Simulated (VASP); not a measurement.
# Hg2O (F-43m) in VASP: single point with PBE

Aim: the single point of Hg2O with PBE.

All numbers are computed with VASP 6.6.1; they aren't measurements. Logs are shortened: lines on timing, memory, paths and dates and some standing lists are left out, and cuts for length are marked.

### Step 1. The cell of the first run

The structure is cubic, space group F-43m (No. 216). Conventional cell: a = 6.317 Å, b = 6.317 Å, c = 6.317 Å, α = 90.00°, β = 90.00°, γ = 90.00°. Within 3.6 Å of Hg (site symmetry -43m) lie 4 Hg at 2.74 Å and 4 O at 2.74 Å. Within 3.6 Å of Hg (site symmetry -43m) lie 4 Hg at 2.74 Å and 6 O at 3.16 Å. O (site symmetry -43m) has 10 Hg at 2.74 to 3.16 Å within 3.6 Å.

### Step 2. Single point, PBE

The input, INCAR:

```
SYSTEM = Hg2O
ALGO = Normal
EDIFF = 1E-6
ENCUT = 600
GGA = PE
GGA_COMPAT = .FALSE.
ISIF = 2
ISMEAR = 0
LASPH = .TRUE.
LCHARG = .FALSE.
LREAL = .FALSE.
LWAVE = .FALSE.
NBANDS = 22
NELM = 120
PREC = Accurate
SIGMA = 0.15
```

The input, KPOINTS:

```
k-points
0
G
  4 4 4
  0 0 0
```

The input, POSCAR:

```
Hg2O
1.0
    0.0000000000      3.1584940205      3.1584940205
    3.1584940205      0.0000000000      3.1584940205
    3.1584940205      3.1584940205      0.0000000000
Hg O
2 1
Direct
    0.5000000000      0.5000000000      0.5000000000
    0.7500000000      0.7500000000      0.7500000000
    0.2500000000      0.2500000000      0.2500000000
```

Potentials or basis: VASP PAW PBE potentials, release 64 (Hg, O).

Launch:

```sh
$ cat potpaw_PBE.64/Hg/POTCAR potpaw_PBE.64/O/POTCAR > POTCAR
$ mpirun -np 1 vasp_std > vasp.out
```

OUTCAR:

```text
SYSTEM = Hg2O
   EDIFF = 1E-6
   ENCUT = 600
   GGA = PE
   ISIF = 2
   ISMEAR = 0
   LASPH = .TRUE.
   LREAL = .FALSE.
   NELM = 120
   PREC = Accurate

 ion  position               nearest neighbor table
   1  0.500  0.500  0.500-   3 2.74   3 2.74   3 2.74   2 2.74   3 2.74   2 2.74   2 2.74   2 2.74

   2  0.750  0.750  0.750-   1 2.74   1 2.74   1 2.74   1 2.74
   3  0.250  0.250  0.250-   1 2.74   1 2.74   1 2.74   1 2.74

  LATTYP: Found a face centered cubic cell.
 ALAT       =     6.3169880410

  Lattice vectors:

 A1 = (   0.0000000000,   3.1584940205,   3.1584940205)
 A2 = (   3.1584940205,   0.0000000000,   3.1584940205)
 A3 = (   3.1584940205,   3.1584940205,   0.0000000000)

Analysis of symmetry for initial positions (statically):
=====================================================================
 Subroutine PRICEL returns:
 Original cell was already a primitive cell.

 Routine SETGRP: Setting up the symmetry group for a
 face centered cubic supercell.

 Subroutine GETGRP returns: Found 24 space group operations
 (whereof 24 operations were pure point group operations)
 out of a pool of 48 trial point group operations.

The static configuration has the point symmetry T_d .

Analysis of symmetry for dynamics (positions and initial velocities):
=====================================================================
 Subroutine PRICEL returns:
 Original cell was already a primitive cell.

 Routine SETGRP: Setting up the symmetry group for a
 face centered cubic supercell.

 Subroutine GETGRP returns: Found 24 space group operations
 (whereof 24 operations were pure point group operations)
 out of a pool of 48 trial point group operations.

The dynamic configuration has the point symmetry T_d .

 Subroutine INISYM returns: Found 24 space group operations
 (whereof 24 operations are pure point group operations),
 and found     1 'primitive' translations

----------------------------------------------------------------------------------------

                                     Primitive cell

  volume of cell :      63.0188

  direct lattice vectors                    reciprocal lattice vectors
     0.000000000  3.158494021  3.158494021    -0.158303292  0.158303292  0.158303292
[... 65 lines left out ...]
   ISPIN  =      1    spin polarized calculation?
   LNONCOLLINEAR =      F non collinear calculations
   LSORBIT =      F    spin-orbit coupling
   LASPH  =      T    aspherical Exc in radial PAW
   ENCUT  =  600.0 eV  44.10 Ry    6.64 a.u.   8.92  8.92  8.92*2*pi/ulx,y,z
   NELM   =    120;   NELMIN=  2; NELMDL= -5     # of ELM steps
   EDIFF  = 0.1E-05   stopping-criterion for ELM
   LREAL  =      F    real-space projection
   EDIFFG = 0.1E-04   stopping-criterion for IOM
   NSW    =      0    number of steps for IOM
   IBRION =     -1    ionic relax: 0-MD 1-quasi-New 2-CG
   NFREE  =      0    steps in history (QN), initial steepest desc. (CG)
   ISIF   =      2    stress and relaxation
   ISYM   =      2    0-nonsym 1-usesym 2-fastsym
   POTIM  = 0.5000    time-step for ionic-motion
   TEBEG  =    0.0;   TEEND  =   0.0 temperature during run
   PSTRESS=    0.0 pullay stress
   NELECT =      30.0000    total number of electrons
   NUPDOWN=      -1.0000    fix difference up-down
   EMIN   =  10.00;   EMAX   =-10.00  energy-range for DOS
   EFERMI =   0.00;   METHOD = LEGACY
   ISMEAR =     0;   SIGMA  =   0.15  broadening in eV -4-tet -1-fermi 0-gaus
   EFERMI_NEDOS =   21; number of points for ismear=-14 and -15
   IALGO  =     38    algorithm
   IMIX   =      4    mixing-type and parameters
     AMIX     =   0.40;   BMIX     =  1.00
     AMIX_MAG =   1.60;   BMIX_MAG =  1.00
  volume/ion in A,a.u.               =      21.01       141.76
  Fermi-wavevector in a.u.,A,eV,Ry     =   1.278278  2.415594 22.231834  1.633994
  Thomas-Fermi vector in A             =   2.410829
   LORBIT       =      0    0 simple, 1 ext, 2 COOP (PROOUT), +10 PAW based schemes
   GGA     = PE    functional components
   LHFCALC =     F    Hartree Fock is set to
   AEXX    =    0.0000 exact exchange contribution
   IVDW    =     0    specifies the selected vdW correction
   LEPSILON=     F    determine dielectric tensor
   LRPA    =     F    only Hartree local field effects (RPA)
 non-spin polarized calculation
 Gauss-broadening in eV      SIGMA  =   0.15
  energy-cutoff  :      600.00
  volume of cell :       63.02
 maximum number of plane-waves:      2120
   NGX = 17   NGY = 17   NGZ = 17

 number of electron      30.0000004 magnetization

 Free energy of the ion-electron system (eV)
  ---------------------------------------------------
  ext. energy  EPLUGINS =         0.00000000
  ---------------------------------------------------
  free energy    TOTEN  =        -4.26139440 eV

  energy without entropy =       -4.25516566  energy(sigma->0) =       -4.25828003

 E-fermi :   1.1292     XC(G=0): -10.0199

 val. band max:        0.9885863896   @ k =  -0.2500   0.5000   0.2500
 cond. band min:       1.2443749176   @ k =   0.5000   0.0000   0.0000
 fundamental gap:      0.2557885280
 Fermi energy:         1.1291856262

 k-point     1 :       0.0000    0.0000    0.0000
  band No.  band energies     occupation
      1     -15.0679      2.00000
      2      -6.3195      2.00000
      3      -6.3195      2.00000
      4      -6.3195      2.00000
      5      -6.1673      2.00000
      6      -6.1673      2.00000
[... 189 lines left out ...]
     21      12.1534      0.00000
     22      13.5616      0.00000

------------------------ aborting loop because EDIFF is reached ----------------------------------------

  FORCE on cell =-STRESS in cart. coord.  units (eV):
  Direction    XX          YY          ZZ          XY          YZ          ZX
  --------------------------------------------------------------------------------------
  -------------------------------------------------------------------------------------
  Total        0.2279199      0.2279199      0.2279199      0.0000000      0.0000000      0.0000000
  in kB        5.7945904      5.7945904      5.7945904      0.0000000      0.0000000      0.0000000
  external PRESSURE =       5.7945904 kB  Pullay stress =       0.0000000 kB

 VOLUME and BASIS-vectors are now :
 -----------------------------------------------------------------------------
  energy-cutoff  :      600.00
  volume of cell :       63.02
      direct lattice vectors                 reciprocal lattice vectors
     0.000000000  3.158494021  3.158494021    -0.158303292  0.158303292  0.158303292
     3.158494021  0.000000000  3.158494021     0.158303292 -0.158303292  0.158303292
     3.158494021  3.158494021  0.000000000     0.158303292  0.158303292 -0.158303292

 POSITION                                       TOTAL-FORCE (eV/Angst)
 -----------------------------------------------------------------------------------
      3.15849      3.15849      3.15849        -0.000000      0.000000      0.000000
      4.73774      4.73774      4.73774         0.000000     -0.000000     -0.000000
      1.57925      1.57925      1.57925         0.000000      0.000000     -0.000000
 -----------------------------------------------------------------------------------
    total drift:                                0.000000      0.000000      0.000000

  FREE ENERGIE OF THE ION-ELECTRON SYSTEM (eV)
  ---------------------------------------------------
  free  energy   TOTEN  =        -4.2613943994 eV

  energy  without entropy=       -4.2551656609  energy(sigma->0) =       -4.25828003
```

OSZICAR:

```text
N       E                     dE             d eps       ncg     rms          rms(c)
DAV:   1     0.260221771709E+03    0.26022E+03   -0.16974E+04   352   0.147E+03
DAV:   2     0.398816374757E+01   -0.25623E+03   -0.24045E+03   376   0.362E+02
DAV:   3    -0.760454526656E+01   -0.11593E+02   -0.11508E+02   430   0.799E+01
DAV:   4    -0.766794865877E+01   -0.63403E-01   -0.63396E-01   376   0.609E+00
DAV:   5    -0.766817547483E+01   -0.22682E-03   -0.22681E-03   418   0.325E-01    0.120E+01
DAV:   6    -0.615725974950E+01    0.15109E+01   -0.30944E+01   488   0.560E+01    0.159E+01
DAV:   7    -0.434179722531E+01    0.18155E+01   -0.11428E+01   424   0.160E+01    0.480E+00
DAV:   8    -0.427095887367E+01    0.70838E-01   -0.10447E+00   370   0.608E+00    0.208E+00
DAV:   9    -0.426281791948E+01    0.81410E-02   -0.63473E-02   370   0.218E+00    0.282E-01
DAV:  10    -0.426115707260E+01    0.16608E-02   -0.97881E-03   420   0.575E-01    0.136E-01
DAV:  11    -0.426147529425E+01   -0.31822E-03   -0.18685E-03   370   0.235E-01    0.849E-02
DAV:  12    -0.426140464554E+01    0.70649E-04   -0.88078E-04   418   0.114E-01    0.329E-02
DAV:  13    -0.426139373241E+01    0.10913E-04   -0.69562E-05   358   0.448E-02    0.484E-03
DAV:  14    -0.426139439939E+01   -0.66698E-06   -0.28438E-06   346   0.110E-02
   1 F= -.42613944E+01 E0= -.42582800E+01  d E =-.622874E-02
```

Run time: 9.3 s. Hardware: 1 thread of Intel Xeon 6975P-C (Granite Rapids), shared host; peak memory 0.2 GiB.

What came out:

| Item | Value |
| --- | --- |
| Free energy | -4.2614 eV |
| Pressure | 0.6 GPa |
| Band gap on the k mesh | 0.26 eV, indirect (least direct gap 0.81 eV) |

Caveat: the k points lie up to 0.43 Å⁻¹ apart; spin-orbit coupling is left out, which moves the levels of the heavy elements.
